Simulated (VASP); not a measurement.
# Zn2N (P4/mmm) in VASP: a series of runs, part 2 of 2

VASP 6.6.1.

## (3) Relaxation of cell and atoms, PBE

This run uses another cell than the first one, of 12.86 Å³/atom.

Input file INCAR:

```
SYSTEM = Zn2N
  ALGO = Normal
  EDIFF = 1E-6
  EDIFFG = -0.01
  ENCUT = 600
  GGA = PE
  IBRION = 2
  ISIF = 3
  ISMEAR = 0
  LASPH = .TRUE.
  LCHARG = .FALSE.
  LREAL = .FALSE.
  LWAVE = .FALSE.
  NELM = 80
  NSW = 100
  PREC = Accurate
  SIGMA = 0.1
```

Input file KPOINTS:

```
k-points
0
G
  14 14 12
  0 0 0
```

Input file POSCAR:

```
Zn2N
1.0
    3.1232866475      0.0000000000      0.0000000000
    0.0000000000      3.1232866475      0.0000000000
    0.0000000000      0.0000000000      3.9543701449
Zn N
2 1
Direct
    0.0000000000      0.0000000000      0.0000000000
    0.5000000000      0.5000000000      0.5000000000
    0.5000000000      0.5000000000      0.0000000000
```

Potentials or basis: VASP PAW PBE potentials, release 64 (Zn, N).

Command:

```bash
cat potpaw_PBE.64/Zn/POTCAR potpaw_PBE.64/N/POTCAR > POTCAR
mpirun -np 1 vasp_std > vasp.out
```

OUTCAR:

```text
SYSTEM = Zn2N
   EDIFF = 1E-6
   EDIFFG = -0.01
   ENCUT = 600
   GGA = PE
   IBRION = 2
   ISIF = 3
   ISMEAR = 0
   LASPH = .TRUE.
   LREAL = .FALSE.
   NELM = 80
   NSW = 100
   PREC = Accurate

 ion  position               nearest neighbor table
   1  0.000  0.000  0.000-   3 2.21   3 2.21   3 2.21   3 2.21   2 2.96   2 2.96   2 2.96   2 2.96
                             2 2.96   2 2.96   2 2.96   2 2.96
   2  0.500  0.500  0.500-   3 1.98   3 1.98   1 2.96   1 2.96   1 2.96   1 2.96   1 2.96   1 2.96
                             1 2.96   1 2.96
   3  0.500  0.500  0.000-   2 1.98   2 1.98   1 2.21   1 2.21   1 2.21   1 2.21

  LATTYP: Found a simple tetragonal cell.
 ALAT       =     3.1232866475
 C/A-ratio  =     1.2660926105

  Lattice vectors:

 A1 = (   3.1232866475,   0.0000000000,   0.0000000000)
 A2 = (   0.0000000000,   3.1232866475,   0.0000000000)
 A3 = (   0.0000000000,   0.0000000000,   3.9543701449)

Analysis of symmetry for initial positions (statically):
=====================================================================
 Subroutine PRICEL returns:
 Original cell was already a primitive cell.

 Routine SETGRP: Setting up the symmetry group for a
 simple tetragonal supercell.

 Subroutine GETGRP returns: Found 16 space group operations
 (whereof 16 operations were pure point group operations)
 out of a pool of 16 trial point group operations.

The static configuration has the point symmetry D_4h.

Analysis of symmetry for dynamics (positions and initial velocities):
=====================================================================
 Subroutine PRICEL returns:
 Original cell was already a primitive cell.

 Routine SETGRP: Setting up the symmetry group for a
 simple tetragonal supercell.

 Subroutine GETGRP returns: Found 16 space group operations
 (whereof 16 operations were pure point group operations)
 out of a pool of 16 trial point group operations.

The dynamic configuration has the point symmetry D_4h.

 Subroutine INISYM returns: Found 16 space group operations
 (whereof 16 operations are pure point group operations),
 and found     1 'primitive' translations

----------------------------------------------------------------------------------------

                                     Primitive cell

  volume of cell :      38.5746

  direct lattice vectors                    reciprocal lattice vectors
     3.123286648  0.000000000  0.000000000     0.320175544  0.000000000  0.000000000
     0.000000000  3.123286648  0.000000000     0.000000000  0.320175544  0.000000000
     0.000000000  0.000000000  3.954370145     0.000000000  0.000000000  0.252884774

  length of vectors
     3.123286648  3.123286648  3.954370145     0.320175544  0.320175544  0.252884774

  position of ions in fractional coordinates (direct lattice)
     0.000000000  0.000000000  0.000000000
     0.500000000  0.500000000  0.500000000
     0.500000000  0.500000000  0.000000000

  ion indices of the primitive-cell ions
   primitive index   ion index
[... 36 lines left out ...]
  0.285714  0.000000  0.000000      4.000000
  0.357143  0.000000  0.000000      4.000000
[... 16 lines left out ...]
  0.285714  0.214286  0.000000      8.000000
  0.357143  0.214286  0.000000      8.000000
 [... further k-points ...]
   k-points           NKPTS =    252   k-points in BZ     NKDIM =    252   number of bands    NBANDS=     18
   number of dos      NEDOS =    301   number of ions     NIONS =      3
   total plane-waves  NPLWV =  25088
   dimension x,y,z NGX =    28 NGY =   28 NGZ =   32
   dimension x,y,z NGXF=    56 NGYF=   56 NGZF=   64
   ions per type =               2   1
   NGX,Y,Z   is equivalent  to a cutoff of  14.90, 14.90, 13.45 a.u.
   NGXF,Y,Z  is equivalent  to a cutoff of  29.81, 29.81, 26.91 a.u.
 SYSTEM =  Zn2N
   PREC   = accura    normal or accurate (medium, high low for compatibility)
   ISTART =      0    job   : 0-new  1-cont  2-samecut
   ICHARG =      2    charge: 1-file 2-atom 10-const
   ISPIN  =      1    spin polarized calculation?
   LNONCOLLINEAR =      F non collinear calculations
   LSORBIT =      F    spin-orbit coupling
   LASPH  =      T    aspherical Exc in radial PAW
   ENCUT  =  600.0 eV  44.10 Ry    6.64 a.u.   6.24  6.24  7.90*2*pi/ulx,y,z
   NELM   =     80;   NELMIN=  2; NELMDL= -5     # of ELM steps
   EDIFF  = 0.1E-05   stopping-criterion for ELM
   LREAL  =      F    real-space projection
   EDIFFG = -.1E-01   stopping-criterion for IOM
   NSW    =    100    number of steps for IOM
   IBRION =      2    ionic relax: 0-MD 1-quasi-New 2-CG
   NFREE  =      1    steps in history (QN), initial steepest desc. (CG)
   ISIF   =      3    stress and relaxation
   ISYM   =      2    0-nonsym 1-usesym 2-fastsym
   POTIM  = 0.5000    time-step for ionic-motion
   TEBEG  =    0.0;   TEEND  =   0.0 temperature during run
   PSTRESS=    0.0 pullay stress
   NELECT =      29.0000    total number of electrons
   NUPDOWN=      -1.0000    fix difference up-down
   EMIN   =  10.00;   EMAX   =-10.00  energy-range for DOS
   EFERMI =   0.00;   METHOD = LEGACY
   ISMEAR =     0;   SIGMA  =   0.10  broadening in eV -4-tet -1-fermi 0-gaus
   EFERMI_NEDOS =   21; number of points for ismear=-14 and -15
   IALGO  =     38    algorithm
   IMIX   =      4    mixing-type and parameters
     AMIX     =   0.40;   BMIX     =  1.00
     AMIX_MAG =   1.60;   BMIX_MAG =  1.00
  volume/ion in A,a.u.               =      12.86        86.77
  Fermi-wavevector in a.u.,A,eV,Ry     =   1.488586  2.813019 30.148976  2.215887
  Thomas-Fermi vector in A             =   2.601602
   LORBIT       =      0    0 simple, 1 ext, 2 COOP (PROOUT), +10 PAW based schemes
   GGA     = PE    functional components
   LHFCALC =     F    Hartree Fock is set to
   AEXX    =    0.0000 exact exchange contribution
   IVDW    =     0    specifies the selected vdW correction
   LEPSILON=     F    determine dielectric tensor
   LRPA    =     F    only Hartree local field effects (RPA)
 conjugate gradient relaxation of ions
 non-spin polarized calculation
 Gauss-broadening in eV      SIGMA  =   0.10
  energy-cutoff  :      600.00
  volume of cell :       38.57
 maximum number of plane-waves:      1312
 NGX is ok and might be reduce to    28
   NGX = 13   NGY = 13   NGZ = 15

--------------------------------------- Ionic step        1  -------------------------------------------

 number of electron      29.0000020 magnetization

 Free energy of the ion-electron system (eV)
  ---------------------------------------------------
  ext. energy  EPLUGINS =         0.00000000
  ---------------------------------------------------
  free energy    TOTEN  =        -9.22769261 eV

  energy without entropy =       -9.22161236  energy(sigma->0) =       -9.22465249

------------------------ aborting loop because EDIFF is reached ----------------------------------------

  FORCE on cell =-STRESS in cart. coord.  units (eV):
  Direction    XX          YY          ZZ          XY          YZ          ZX
  --------------------------------------------------------------------------------------
  -------------------------------------------------------------------------------------
  Total       -0.0760497     -0.0760497      0.5171849      0.0000000      0.0000000      0.0000000
  in kB       -3.1586903     -3.1586903     21.4810434      0.0000000      0.0000000      0.0000000
  external PRESSURE =       5.0545543 kB  Pullay stress =       0.0000000 kB
[... 246 lines left out ...]
--------------------------------------- Ionic step        8  -------------------------------------------

 number of electron      29.0000023 magnetization

 Free energy of the ion-electron system (eV)
  ---------------------------------------------------
  ext. energy  EPLUGINS =         0.00000000
  ---------------------------------------------------
  free energy    TOTEN  =        -9.23314877 eV

  energy without entropy =       -9.22760400  energy(sigma->0) =       -9.23037638

 E-fermi :   3.5127     XC(G=0): -11.4336

 val. band max:        3.5124878155   @ k =   0.4286   0.0000   0.1667
 cond. band min:       3.5174722047   @ k =   0.5000   0.4286   0.1667
 fundamental gap:      0.0049843892
 Fermi energy:         3.5127478733

 k-point     1 :       0.0000    0.0000    0.0000
  band No.  band energies     occupation
      1     -12.5580      2.00000
      2      -4.5949      2.00000
      3      -4.3681      2.00000
      4      -3.9899      2.00000
      5      -3.9899      2.00000
      6      -3.8814      2.00000
[... 481 lines left out ...]
      5      -4.1152      2.00000
      6      -4.0769      2.00000
[... 10 lines left out ...]
     17       8.3838      0.00000
     18       8.6255      0.00000

 [... further k-points ...]

------------------------ aborting loop because EDIFF is reached ----------------------------------------

  FORCE on cell =-STRESS in cart. coord.  units (eV):
  Direction    XX          YY          ZZ          XY          YZ          ZX
  --------------------------------------------------------------------------------------
  -------------------------------------------------------------------------------------
  Total        0.0017372      0.0017372     -0.0223974      0.0000000      0.0000000      0.0000000
  in kB        0.0720633      0.0720633     -0.9291070      0.0000000      0.0000000      0.0000000
  external PRESSURE =      -0.2616601 kB  Pullay stress =       0.0000000 kB
[... 18 lines left out ...]
  FREE ENERGIE OF THE ION-ELECTRON SYSTEM (eV)
  ---------------------------------------------------
  free  energy   TOTEN  =        -9.2331487662 eV

  energy  without entropy=       -9.2276039990  energy(sigma->0) =       -9.23037638

 reached required accuracy - stopping structural energy minimisation
```

CONTCAR:

```text
Zn2N
   1.00000000000000
     3.0951486483101691    0.0000000000000000    0.0000000000000000
     0.0000000000000000    3.0951486483101691    0.0000000000000000
     0.0000000000000000   -0.0000000000000000    4.0316258027713969
  Zn              N
     2     1
Direct
     0.0000000000000000    0.0000000000000000    0.0000000000000000
     0.5000000000000000    0.5000000000000000    0.5000000000000000
     0.5000000000000000    0.5000000000000000    0.0000000000000000

  0.00000000E+00  0.00000000E+00  0.00000000E+00
  0.00000000E+00  0.00000000E+00  0.00000000E+00
  0.00000000E+00  0.00000000E+00  0.00000000E+00
```

Run time: 22 min. Hardware: 1 thread of Intel Xeon 8259CL, shared host; peak memory 0.33 GiB.

Results:

```
Free energy                           : -9.2331 eV
Relaxed volume                        : 12.87 Å³/atom
Relaxed cell                          : a = 3.095 Å, b = 3.095 Å, c = 4.032 Å, α = 90.00°, β = 90.00°, γ = 90.00°
Space group after relaxing (to 0.1 Å) : P4/mmm (No. 123)
Energy gained by relaxing             : 1.8 meV/atom
Ionic steps                           : 8
Pressure after relaxing               : 0.0 GPa
Band gap on the k mesh                : zero (an odd number of electrons rules out a gap without spin polarisation)
```

Stress tensor (GPa, compression positive):
```
 0.01  0.00  0.00
 0.00  0.01  0.00
 0.00  0.00 -0.09
```

Step by step:
| step | energy change (eV) | largest force (eV/Å) | pressure (GPa) | volume (Å³) |
| --- | --- | --- | --- | --- |
| 1 | 0.0000 | 0.0000 | 0.51 | 38.57 |
| 2 | -0.0031 | 0.0000 | -0.32 | 38.80 |
| 3 | -0.0038 | 0.0000 | -0.97 | 38.96 |
| 4 | -0.0054 | 0.0000 | -0.23 | 38.69 |
| 5 | -0.0054 | 0.0000 | 0.23 | 38.57 |
| 6 | -0.0055 | 0.0000 | -0.17 | 38.64 |
| 7 | -0.0055 | 0.0000 | -0.06 | 38.61 |
| 8 | -0.0055 | 0.0000 | -0.03 | 38.62 |

Final structure:
```
CELL_PARAMETERS angstrom
3.09515 0.00000 0.00000
0.00000 3.09515 0.00000
0.00000 0.00000 4.03163
ATOMIC_POSITIONS crystal
Zn 0.00000 0.00000 0.00000
Zn 0.50000 0.50000 0.50000
N 0.50000 0.50000 0.00000
```
